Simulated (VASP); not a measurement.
Input of a VASP 6.6.1 run:

Contents of INCAR:

```
SYSTEM = Ag
  PREC = Accurate
  ENCUT = 520
  EDIFF = 1E-6
  ISMEAR = 0
  SIGMA = 0.15
  LREAL = .FALSE.
  LASPH = .TRUE.
  NELM = 60
  ALGO = Fast
  ISIF = 2
  LWAVE = .FALSE.
  LCHARG = .FALSE.
  GGA = PS
  NBANDS = 18
```

Contents of KPOINTS:

```
Automatic mesh
0
G
  18 18 10
  0 0 0
```

The input POSCAR:

```
Ag
1.0
    2.9299980804      0.0000000000      0.0000000000
   -1.4649990402      2.5374527707      0.0000000000
    0.0000000000      0.0000000000      4.7900000000
Ag
2
Direct
    0.4515621349      0.9031242697      0.2500000000
    0.6666666667      0.3333333333      0.7500000000
```

Potentials or basis: VASP PAW PBE potentials, release 64 (Ag).

The run is started by

```bash
$ cat potpaw_PBE.64/Ag/POTCAR > POTCAR
$ mpirun -np 1 vasp_std > vasp.out
```

Q: Predict the pressure.

A: -3.2 GPa.

Q: Predict the largest force.

A: 0.740 eV/Å.

Stress tensor (GPa, compression positive):
```
-8.67  0.00  0.00
 0.00 -4.87  0.00
 0.00  0.00  4.03
```

Caveat: the cell differs from its parent crystal (atom 1 (Ag) moved by (+0.000, +0.600) A along x and y); the cell stands under tension; the PAW data sets were made with another functional, which shifts forces and pressure a little.
